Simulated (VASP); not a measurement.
Write the native input for VASP 6.6.1 that does the following.

```
Task                   : single point
Functional             : PBE
Potentials or basis    : VASP PAW PBE potentials, release 64 (Na_pv, I)
Cutoff                 : 520 eV
k mesh                 : 6 × 6 × 6
Occupations            : fermi-dirac, width 0.02 eV
Spin                   : no spin polarisation
Dipole correction      : no
Further INCAR settings : ALGO = Normal; EDIFF = 1e-06; NBANDS = 14
```

The structure of NaI lies in POSCAR:

```
NaI
1.0
    0.0000000000      3.4709105245      3.6654435105
    3.4709105245      0.0000000000      3.6654435105
    3.4709105245      3.4709105245      0.0000000000
Na I
1 1
Direct
    0.0000000000      0.0000000000      0.0000000000
    0.2500000000      0.2500000000      0.2500000000
```

This cell differs from its parent crystal: epitaxial xy strain -2.0%.

The input as run:

INCAR

```
SYSTEM = NaI
  PREC = Accurate
  ENCUT = 520
  EDIFF = 1E-6
  ISMEAR = -1
  SIGMA = 0.02
  LREAL = .False.
  LASPH = .True.
  NELM = 60
  ALGO = Normal
  ISIF = 2
  LWAVE = .False.
  LCHARG = .False.
  GGA = PE
  NBANDS = 14
```

KPOINTS

```
Automatic mesh
0
Gamma
  6 6 6
  0 0 0
```

Potentials or basis: VASP PAW PBE potentials, release 64 (Na_pv, I).

Launch:

```bash
$ cat potpaw_PBE.64/Na_pv/POTCAR potpaw_PBE.64/I/POTCAR > POTCAR
$ mpirun -np 1 vasp_std > vasp.out
```

Results of the run:

```
Pressure               : 0.5 GPa
Band gap on the k mesh : 3.80 eV, direct
```

Caveat: the cell differs from its parent crystal (epitaxial xy strain -2.0%); spin-orbit coupling is left out, which moves the levels of the heavy elements.

Run time: 46 s on 1 thread of Intel(R) Xeon(R) Platinum 8488C (Sapphire Rapids), on a shared host, peak memory 0.24 GiB.
